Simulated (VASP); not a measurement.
# GaN (F-43m) in VASP: settings compared

The runs below take GaN through single point, relaxation of cell and atoms, with PBE, PBEsol, RPBE.

Everything below comes from runs of VASP 6.6.1. Logs are shortened: lines on timing, memory, paths and dates and some standing lists are left out, and cuts for length are marked.

### 1 The cell of the first run

The structure is cubic, space group F-43m (No. 216). The conventional cell has a = 4.548 Å, b = 4.548 Å, c = 4.548 Å, α = 90.00°, β = 90.00°, γ = 90.00°. Within 2.6 Å of Ga (site symmetry -43m) lie 4 N at 1.97 Å. Within 2.6 Å of N (site symmetry -43m) lie 4 Ga at 1.97 Å.

### 2 Single point, PBE

INCAR

```
PREC     = Accurate       # precision mode
ENCUT    = 520            # plane-wave cutoff, eV
EDIFF    = 1E-7           # SCF threshold, eV
ISMEAR   = 0              # smearing method
SIGMA    = 0.01           # smearing width, eV
LREAL    = F              # projectors in reciprocal space
LASPH    = T              # aspherical terms in the spheres
NELM     = 80             # most SCF steps
ALGO     = Normal         # electronic algorithm
ISIF     = 2              # what is computed and relaxed
LWAVE    = F              # write WAVECAR
LCHARG   = F              # write CHGCAR
GGA      = PE             # functional
NBANDS   = 16             # bands
```

KPOINTS

```
regular mesh
0
Gamma
  8 8 8
```

POSCAR

```
GaN
1.0
    0.0000000000      2.2739929854      2.2739929854
    2.2739929854      0.0000000000      2.2739929854
    2.2739929854      2.2739929854      0.0000000000
Ga N
1 1
Direct
    0.0000000000      0.0000000000      0.0000000000
    0.7500000000      0.7500000000      0.7500000000
```

Potentials or basis: VASP PAW PBE potentials, release 64 (Ga_d, N).

On the command line:

```
$ cat potpaw_PBE.64/Ga_d/POTCAR potpaw_PBE.64/N/POTCAR > POTCAR
$ mpirun -np 1 vasp_std > vasp.out
```

OUTCAR:

```text
PREC = Accurate
   ENCUT = 520
   EDIFF = 1E-7
   ISMEAR = 0
   LREAL = F
   LASPH = T
   NELM = 80
   ISIF = 2
   GGA = PE

 ion  position               nearest neighbor table
   1  0.000  0.000  0.000-   2 1.97   2 1.97   2 1.97   2 1.97
   2  0.750  0.750  0.750-   1 1.97   1 1.97   1 1.97   1 1.97

  LATTYP: Found a face centered cubic cell.
 ALAT       =     4.5479859708

  Lattice vectors:

 A1 = (   0.0000000000,   2.2739929854,   2.2739929854)
 A2 = (   2.2739929854,   0.0000000000,   2.2739929854)
 A3 = (   2.2739929854,   2.2739929854,   0.0000000000)

Analysis of symmetry for initial positions (statically):
=====================================================================
 Subroutine PRICEL returns:
 Original cell was already a primitive cell.

 Routine SETGRP: Setting up the symmetry group for a
 face centered cubic supercell.

 Subroutine GETGRP returns: Found 24 space group operations
 (whereof 24 operations were pure point group operations)
 out of a pool of 48 trial point group operations.

The static configuration has the point symmetry T_d .

Analysis of symmetry for dynamics (positions and initial velocities):
=====================================================================
 Subroutine PRICEL returns:
 Original cell was already a primitive cell.

 Routine SETGRP: Setting up the symmetry group for a
 face centered cubic supercell.

 Subroutine GETGRP returns: Found 24 space group operations
 (whereof 24 operations were pure point group operations)
 out of a pool of 48 trial point group operations.

The dynamic configuration has the point symmetry T_d .

 Subroutine INISYM returns: Found 24 space group operations
 (whereof 24 operations are pure point group operations),
 and found     1 'primitive' translations

----------------------------------------------------------------------------------------

                                     Primitive cell

  volume of cell :      23.5178

  direct lattice vectors                    reciprocal lattice vectors
     0.000000000  2.273992985  2.273992985    -0.219877547  0.219877547  0.219877547
     2.273992985  0.000000000  2.273992985     0.219877547 -0.219877547  0.219877547
     2.273992985  2.273992985  0.000000000     0.219877547  0.219877547 -0.219877547

  length of vectors
     3.215911721  3.215911721  3.215911721     0.380839083  0.380839083  0.380839083

  position of ions in fractional coordinates (direct lattice)
     0.000000000  0.000000000  0.000000000
     0.750000000  0.750000000  0.750000000

  ion indices of the primitive-cell ions
   primitive index   ion index
                 1           1
                 2           2

----------------------------------------------------------------------------------------

 KPOINTS: regular mesh

Automatic generation of k-mesh.
 Grid dimensions read from file:
 generate k-points for:    8    8    8

 Generating k-lattice:

  Cartesian coordinates                     Fractional coordinates (reciprocal lattice)
    -0.027484693  0.027484693  0.027484693     0.125000000  0.000000000  0.000000000
     0.027484693 -0.027484693  0.027484693     0.000000000  0.125000000  0.000000000
     0.027484693  0.027484693 -0.027484693     0.000000000  0.000000000  0.125000000

  Length of vectors
     0.047604885  0.047604885  0.047604885

  Shift w.r.t. Gamma in fractional coordinates (k-lattice)
     0.000000000  0.000000000  0.000000000

 Subroutine IBZKPT returns following result:
 ===========================================

 Found     29 irreducible k-points:

 Following reciprocal coordinates:
            Coordinates               Weight
  0.000000  0.000000  0.000000      1.000000
  0.125000  0.000000  0.000000      8.000000
  0.250000  0.000000  0.000000      8.000000
  0.375000  0.000000  0.000000      8.000000
  0.500000  0.000000  0.000000      4.000000
  0.125000  0.125000  0.000000      6.000000
[... 16 lines left out ...]
  0.500000  0.250000  0.125000     48.000000
 -0.375000  0.250000  0.125000     24.000000
 [... further k-points ...]
   k-points           NKPTS =     29   k-points in BZ     NKDIM =     29   number of bands    NBANDS=     16
   number of dos      NEDOS =    301   number of ions     NIONS =      2
   total plane-waves  NPLWV =  13824
   dimension x,y,z NGX =    24 NGY =   24 NGZ =   24
   dimension x,y,z NGXF=    48 NGYF=   48 NGZF=   48
   ions per type =               1   1
   NGX,Y,Z   is equivalent  to a cutoff of  12.41, 12.41, 12.41 a.u.
   NGXF,Y,Z  is equivalent  to a cutoff of  24.81, 24.81, 24.81 a.u.
 SYSTEM =  unknown system
   PREC   = accura    normal or accurate (medium, high low for compatibility)
   ISTART =      0    job   : 0-new  1-cont  2-samecut
   ICHARG =      2    charge: 1-file 2-atom 10-const
   ISPIN  =      1    spin polarized calculation?
   LNONCOLLINEAR =      F non collinear calculations
   LSORBIT =      F    spin-orbit coupling
   LASPH  =      T    aspherical Exc in radial PAW
   ENCUT  =  520.0 eV  38.22 Ry    6.18 a.u.   5.98  5.98  5.98*2*pi/ulx,y,z
   NELM   =     80;   NELMIN=  2; NELMDL= -5     # of ELM steps
   EDIFF  = 0.1E-06   stopping-criterion for ELM
   LREAL  =      F    real-space projection
   EDIFFG = 0.1E-05   stopping-criterion for IOM
   NSW    =      0    number of steps for IOM
   IBRION =     -1    ionic relax: 0-MD 1-quasi-New 2-CG
   NFREE  =      0    steps in history (QN), initial steepest desc. (CG)
   ISIF   =      2    stress and relaxation
   ISYM   =      2    0-nonsym 1-usesym 2-fastsym
   POTIM  = 0.5000    time-step for ionic-motion
   TEBEG  =    0.0;   TEEND  =   0.0 temperature during run
   PSTRESS=    0.0 pullay stress
   NELECT =      18.0000    total number of electrons
   NUPDOWN=      -1.0000    fix difference up-down
   EMIN   =  10.00;   EMAX   =-10.00  energy-range for DOS
   EFERMI =   0.00;   METHOD = LEGACY
   ISMEAR =     0;   SIGMA  =   0.01  broadening in eV -4-tet -1-fermi 0-gaus
   EFERMI_NEDOS =   21; number of points for ismear=-14 and -15
   IALGO  =     38    algorithm
   IMIX   =      4    mixing-type and parameters
     AMIX     =   0.40;   BMIX     =  1.00
     AMIX_MAG =   1.60;   BMIX_MAG =  1.00
  volume/ion in A,a.u.               =      11.76        79.35
  Fermi-wavevector in a.u.,A,eV,Ry     =   1.497499  2.829863 30.511110  2.242503
  Thomas-Fermi vector in A             =   2.609379
   LORBIT       =      0    0 simple, 1 ext, 2 COOP (PROOUT), +10 PAW based schemes
   GGA     = PE    functional components
   LHFCALC =     F    Hartree Fock is set to
   AEXX    =    0.0000 exact exchange contribution
   IVDW    =     0    specifies the selected vdW correction
   LEPSILON=     F    determine dielectric tensor
   LRPA    =     F    only Hartree local field effects (RPA)
 non-spin polarized calculation
 Gauss-broadening in eV      SIGMA  =   0.01
  energy-cutoff  :      520.00
  volume of cell :       23.52
 maximum number of plane-waves:       648
   NGX = 11   NGY = 11   NGZ = 11

 number of electron      17.9999986 magnetization

 Free energy of the ion-electron system (eV)
  ---------------------------------------------------
  ext. energy  EPLUGINS =         0.00000000
  ---------------------------------------------------
  free energy    TOTEN  =       -12.15307523 eV

  energy without entropy =      -12.15307523  energy(sigma->0) =      -12.15307523

 E-fermi :   5.0989     XC(G=0): -11.5222

 val. band max:        4.9908930759   @ k =   0.0000   0.0000   0.0000
 cond. band min:       6.5398531061   @ k =   0.0000   0.0000   0.0000
 fundamental gap:      1.5489600302
 Fermi energy:         5.0988596878

 k-point     1 :       0.0000    0.0000    0.0000
  band No.  band energies     occupation
      1     -10.7145      2.00000
      2      -8.4323      2.00000
      3      -8.4323      2.00000
      4      -8.4323      2.00000
      5      -8.1392      2.00000
      6      -8.1392      2.00000
[... 8 lines left out ...]
     15      23.6403      0.00000
     16      23.6403      0.00000

 k-point     2 :       0.1250    0.0000    0.0000
  band No.  band energies     occupation
      1     -10.5566      2.00000
      2      -8.4133      2.00000
      3      -8.4133      2.00000
      4      -8.3647      2.00000
      5      -8.1406      2.00000
      6      -8.1406      2.00000
[... 8 lines left out ...]
     15      22.0699      0.00000
     16      22.0699      0.00000

 k-point     3 :       0.2500    0.0000    0.0000
  band No.  band energies     occupation
      1     -10.2127      2.00000
      2      -8.3761      2.00000
      3      -8.3761      2.00000
      4      -8.1345      2.00000
      5      -8.1345      2.00000
      6      -8.0557      2.00000
[... 8 lines left out ...]
     15      21.6738      0.00000
     16      21.6738      0.00000

 k-point     4 :       0.3750    0.0000    0.0000
  band No.  band energies     occupation
      1      -9.9653      2.00000
      2      -8.3552      2.00000
      3      -8.3552      2.00000
      4      -8.1107      2.00000
      5      -8.1107      2.00000
      6      -7.3792      2.00000
[... 8 lines left out ...]
     15      23.0121      0.00000
     16      23.0121      0.00000

 k-point     5 :       0.5000    0.0000    0.0000
  band No.  band energies     occupation
      1      -9.8968      2.00000
      2      -8.3516      2.00000
      3      -8.3516      2.00000
      4      -8.0954      2.00000
      5      -8.0954      2.00000
      6      -6.8911      2.00000
[... 8 lines left out ...]
     15      24.3299      0.00000
     16      24.3299      0.00000

 k-point     6 :       0.1250    0.1250    0.0000
  band No.  band energies     occupation
      1     -10.5053      2.00000
      2      -8.3954      2.00000
      3      -8.3954      2.00000
      4      -8.3674      2.00000
      5      -8.1509      2.00000
      6      -8.1288      2.00000
[... 8 lines left out ...]
     15      24.2355      0.00000
     16      24.7027      0.00000

 k-point     7 :       0.2500    0.1250    0.0000
  band No.  band energies     occupation
      1     -10.2283      2.00000
      2      -8.3700      2.00000
      3      -8.3540      2.00000
      4      -8.2212      2.00000
      5      -8.1175      2.00000
      6      -8.0737      2.00000
[... 8 lines left out ...]
     15      23.5797      0.00000
     16      23.8475      0.00000

 k-point     8 :       0.3750    0.1250    0.0000
  band No.  band energies     occupation
      1      -9.9687      2.00000
      2      -8.3511      2.00000
      3      -8.3263      2.00000
      4      -8.1726      2.00000
      5      -8.0998      2.00000
      6      -7.5096      2.00000
[... 8 lines left out ...]
     15      22.9595      0.00000
     16      24.3602      0.00000

 k-point     9 :       0.5000    0.1250    0.0000
  band No.  band energies     occupation
      1      -9.8665      2.00000
      2      -8.3480      2.00000
      3      -8.3216      2.00000
      4      -8.1330      2.00000
      5      -8.0941      2.00000
      6      -6.8465      2.00000
[... 8 lines left out ...]
     15      23.4185      0.00000
     16      24.6968      0.00000
[... 172 lines left out ...]
 k-point    19 :       0.5000    0.3750    0.0000
  band No.  band energies     occupation
      1      -9.7615      2.00000
      2      -8.3302      2.00000
      3      -8.1870      2.00000
      4      -8.1779      2.00000
      5      -8.0781      2.00000
      6      -6.5560      2.00000
[... 8 lines left out ...]
     15      26.8298      0.00000
     16      27.8929      0.00000

 k-point    20 :      -0.3750    0.3750    0.0000
  band No.  band energies     occupation
      1      -9.7566      2.00000
      2      -8.3224      2.00000
      3      -8.1967      2.00000
      4      -8.1953      2.00000
      5      -8.1030      2.00000
      6      -6.3163      2.00000
[... 8 lines left out ...]
     15      25.2884      0.00000
     16      27.4646      0.00000

 k-point    21 :       0.5000    0.5000    0.0000
  band No.  band energies     occupation
      1      -9.7490      2.00000
      2      -8.3497      2.00000
      3      -8.1532      2.00000
      4      -8.1532      2.00000
      5      -8.0680      2.00000
      6      -6.4629      2.00000
[... 8 lines left out ...]
     15      26.2833      0.00000
     16      29.3617      0.00000

 k-point    22 :       0.3750    0.2500    0.1250
  band No.  band energies     occupation
      1     -10.0061      2.00000
      2      -8.3354      2.00000
      3      -8.3179      2.00000
      4      -8.2097      2.00000
      5      -8.1122      2.00000
      6      -7.7016      2.00000
[... 8 lines left out ...]
     15      23.8561      0.00000
     16      25.9593      0.00000

 k-point    23 :       0.5000    0.2500    0.1250
  band No.  band energies     occupation
      1      -9.8536      2.00000
      2      -8.3307      2.00000
      3      -8.2892      2.00000
      4      -8.1805      2.00000
      5      -8.1066      2.00000
      6      -7.0193      2.00000
[... 8 lines left out ...]
     15      23.9197      0.00000
     16      25.7824      0.00000

 k-point    24 :      -0.3750    0.2500    0.1250
  band No.  band energies     occupation
      1      -9.8099      2.00000
      2      -8.3357      2.00000
      3      -8.2787      2.00000
      4      -8.1563      2.00000
      5      -8.1083      2.00000
      6      -6.5886      2.00000
[... 8 lines left out ...]
     15      23.5319      0.00000
     16      25.7277      0.00000

 [... further k-points ...]

------------------------ aborting loop because EDIFF is reached ----------------------------------------

  FORCE on cell =-STRESS in cart. coord.  units (eV):
  Direction    XX          YY          ZZ          XY          YZ          ZX
  --------------------------------------------------------------------------------------
  -------------------------------------------------------------------------------------
  Total        0.0188125      0.0188125      0.0188125     -0.0000000      0.0000000     -0.0000000
  in kB        1.2816202      1.2816202      1.2816202     -0.0000000      0.0000000     -0.0000000
  external PRESSURE =       1.2816202 kB  Pullay stress =       0.0000000 kB

 VOLUME and BASIS-vectors are now :
 -----------------------------------------------------------------------------
  energy-cutoff  :      520.00
  volume of cell :       23.52
      direct lattice vectors                 reciprocal lattice vectors
     0.000000000  2.273992985  2.273992985    -0.219877547  0.219877547  0.219877547
     2.273992985  0.000000000  2.273992985     0.219877547 -0.219877547  0.219877547
     2.273992985  2.273992985  0.000000000     0.219877547  0.219877547 -0.219877547

 POSITION                                       TOTAL-FORCE (eV/Angst)
 -----------------------------------------------------------------------------------
      0.00000      0.00000      0.00000         0.000000      0.000000      0.000000
      3.41099      3.41099      3.41099        -0.000000     -0.000000     -0.000000
 -----------------------------------------------------------------------------------
    total drift:                               -0.000002     -0.000002     -0.000001

  FREE ENERGIE OF THE ION-ELECTRON SYSTEM (eV)
  ---------------------------------------------------
  free  energy   TOTEN  =       -12.1530752274 eV

  energy  without entropy=      -12.1530752274  energy(sigma->0) =      -12.15307523
```

It took 26 s on 1 thread of AMD EPYC 7R13, shared host; peak memory 0.11 GiB.

Results:

| Item | Value |
| --- | --- |
| Free energy | -12.1531 eV |
| Pressure | 0.1 GPa |
| Band gap on the k mesh | 1.55 eV, direct |

Expect the measured gap to be larger: semilocal functionals such as PBE lack the derivative discontinuity.

### 3 Single point, PBEsol

This run uses another cell than the first one, of 11.37 Å³/atom, 0.967 times its volume.

INCAR

```
SYSTEM = GaN
PREC = Accurate
ENCUT = 520
EDIFF = 1E-7
ISMEAR = 0
SIGMA = 0.01
LREAL = .False.
LASPH = .True.
NELM = 80
ALGO = Normal
ISIF = 2
LWAVE = .False.
LCHARG = .False.
GGA = PS
NBANDS = 16
```

KPOINTS

```
regular mesh
0
Gamma
  8 8 8
  0 0 0
```

POSCAR

```
GaN
1.0
    0.0000000000      2.2489458799      2.2489458799
    2.2489458799      0.0000000000      2.2489458799
    2.2489458799      2.2489458799      0.0000000000
Ga N
1 1
Direct
    0.0000000000      0.0000000000      0.0000000000
    0.7500000000      0.7500000000      0.7500000000
```

Potentials or basis: VASP PAW PBE potentials, release 64 (Ga_d, N).

On the command line:

```
$ cat potpaw_PBE.64/Ga_d/POTCAR potpaw_PBE.64/N/POTCAR > POTCAR
$ mpirun -np 1 vasp_std > vasp.out
```

OUTCAR:

```text
SYSTEM = GaN
   PREC = Accurate
   ENCUT = 520
   EDIFF = 1E-7
   ISMEAR = 0
   LREAL = .False.
   LASPH = .True.
   NELM = 80
   ISIF = 2
   GGA = PS

 ion  position               nearest neighbor table
   1  0.000  0.000  0.000-   2 1.95   2 1.95   2 1.95   2 1.95
   2  0.750  0.750  0.750-   1 1.95   1 1.95   1 1.95   1 1.95

  LATTYP: Found a face centered cubic cell.
 ALAT       =     4.4978917598

  Lattice vectors:

 A1 = (   0.0000000000,   2.2489458799,   2.2489458799)
[... 641 lines left out ...]

------------------------ aborting loop because EDIFF is reached ----------------------------------------

  FORCE on cell =-STRESS in cart. coord.  units (eV):
  Direction    XX          YY          ZZ          XY          YZ          ZX
  --------------------------------------------------------------------------------------
  -------------------------------------------------------------------------------------
  Total       -0.0287825     -0.0287825     -0.0287825      0.0000000      0.0000000     -0.0000000
  in kB       -2.0270889     -2.0270889     -2.0270889      0.0000000      0.0000000     -0.0000000
  external PRESSURE =      -2.0270889 kB  Pullay stress =       0.0000000 kB

 VOLUME and BASIS-vectors are now :
 -----------------------------------------------------------------------------
  energy-cutoff  :      520.00
  volume of cell :       22.75
      direct lattice vectors                 reciprocal lattice vectors
     0.000000000  2.248945880  2.248945880    -0.222326382  0.222326382  0.222326382
     2.248945880  0.000000000  2.248945880     0.222326382 -0.222326382  0.222326382
     2.248945880  2.248945880  0.000000000     0.222326382  0.222326382 -0.222326382

 POSITION                                       TOTAL-FORCE (eV/Angst)
 -----------------------------------------------------------------------------------
      0.00000      0.00000      0.00000         0.000000      0.000000     -0.000000
      3.37342      3.37342      3.37342        -0.000000     -0.000000      0.000000
 -----------------------------------------------------------------------------------
    total drift:                               -0.000001     -0.000001     -0.000001

  FREE ENERGIE OF THE ION-ELECTRON SYSTEM (eV)
  ---------------------------------------------------
  free  energy   TOTEN  =       -13.1220743073 eV

  energy  without entropy=      -13.1220743073  energy(sigma->0) =      -13.12207431
```

It took 27 s on 1 thread of AMD EPYC 7R13, shared host; peak memory 0.11 GiB.

Results:

```yaml
Free_energy: -13.1221 eV
Pressure: -0.2 GPa
Band_gap_on_the_k_mesh: 1.72 eV, direct
```

Caveat: the PAW data sets were made with another functional, which shifts forces and pressure a little.

(Part 1 of 2 ends here.)
